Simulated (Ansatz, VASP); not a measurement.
NaCl: VASP beside Ansatz

INCAR

```
ALGO     = Normal         # electronic algorithm
EDIFF    = 1E-8           # SCF threshold, eV
ENCUT    = 400            # plane-wave cutoff, eV
GGA      = PE             # functional
GGA_COMPAT= False        
ISIF     = 2              # what is computed and relaxed
ISMEAR   = -1             # smearing method
LASPH    = True           # aspherical terms in the spheres
LCHARG   = False          # write CHGCAR
LEFG     = True         
LREAL    = False          # projectors in reciprocal space
LWAVE    = False          # write WAVECAR
NBANDS   = 14             # bands
NELM     = 120            # most SCF steps
PREC     = Accurate       # precision mode
SIGMA    = 0.02           # smearing width, eV
```

The input KPOINTS:

```
k-points
0
Gamma
  8 8 8
```

POSCAR

```
NaCl
1.0
    2.8311091358      0.0000000000      0.0000000000
    0.0000000000      2.8311091358      0.0000000000
    0.0000000000      0.0000000000      2.8311091358
Na Cl
1 1
Direct
    0.0000000000      0.0000000000      0.0000000000
    0.5000000000      0.5000000000      0.5000000000
```

Input for Ansatz:

```yaml
crystal:
  lattice:
    - [2.8311091358, 0.0, 0.0]
    - [0.0, 2.8311091358, 0.0]
    - [0.0, 0.0, 2.8311091358]
  atoms:
    - { symbol: Na, position: [0.0, 0.0, 0.0] }
    - { symbol: Cl, position: [0.5, 0.5, 0.5] }
kpoints:
  mp_grid: { grid: [8, 8, 8] }
scf:
  occupations: { method: fermi_dirac, width: 0.02 }
hamiltonian:
  xc: pbe
  pseudopotentials: { kind: paw }
output:
  forces: true
  stress: true
  eigenvalues: true
  efg: { contact_densities: true }
  write_density: true
  write_potential: true
  elf: true
  volumetric_format: npy
```

Change from the starting cell: volume scaled by 0.97, PAW files.

Alike in both runs: task electric field gradients; functional PBE; k mesh 8 × 8 × 8; occupations fermi-dirac, width 0.02 eV; no spin polarisation.

|  | VASP | Ansatz |
| --- | --- | --- |
| version | VASP 6.6.1 | Ansatz 0.2.0 |
| potentials or method | VASP PAW PBE potentials, release 64 (Na_pv, Cl) | PAW with Ansatz's default frozen-core files, scalar-relativistic |
| plane-wave cutoff (eV) | 400 | 420 |
| valence electrons in the cell | 14 | 16 |

|  | VASP | Ansatz | Ansatz less VASP |
| --- | --- | --- | --- |
| gap on the k mesh at the Fermi level (eV) | 4.29 | 4.24 | -0.047 |
| pressure (GPa) | 73.1 | 73.0 | -0.03 |

Both programs put the cell under a high pressure, so it lies far from rest at this level. VASP's potentials hold 14 valence electrons a cell and Ansatz's 16, so a difference there can come from the potentials and not from the codes.

Noted on VASP's run: the cell as given lies far from equilibrium.
